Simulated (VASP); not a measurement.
SiC:

```
CELL_PARAMETERS angstrom
3.13734 0.00000 0.00000
-1.56867 2.71701 0.00000
0.00000 0.00000 4.93271
ATOMIC_POSITIONS crystal
Si 0.33333 0.66667 0.25000
Si 0.66667 0.33333 0.75000
C 0.66667 0.33333 0.25000
C 0.33333 0.66667 0.75000
```

Base run:

| Item | Value |
| --- | --- |
| Program | VASP 6.6.1 |
| Functional | LDA |
| Potentials or basis | VASP PAW LDA potentials, release 64 (Si, C) |
| Cutoff | 520 eV |
| k mesh | 12 × 12 × 6 |
| Occupations | fermi-dirac, width 0.02 eV |
| Spin | no spin polarisation |

Its results: band gap on the k mesh zero (band 8 reaches 10.23 eV, above the bottom of band 9 at 10.02 eV); pressure -3.1 GPa.

Question: The run is repeated on the same cell with these changes: functional from LDA to PBE; potentials or basis from VASP PAW LDA potentials, release 64 (Si, C) to VASP PAW PBE potentials, release 64 (Si, C). What comes out?

Answer: Band gap on the k mesh zero (band 8 reaches 10.30 eV, above the bottom of band 9 at 10.17 eV); pressure 3.7 GPa.
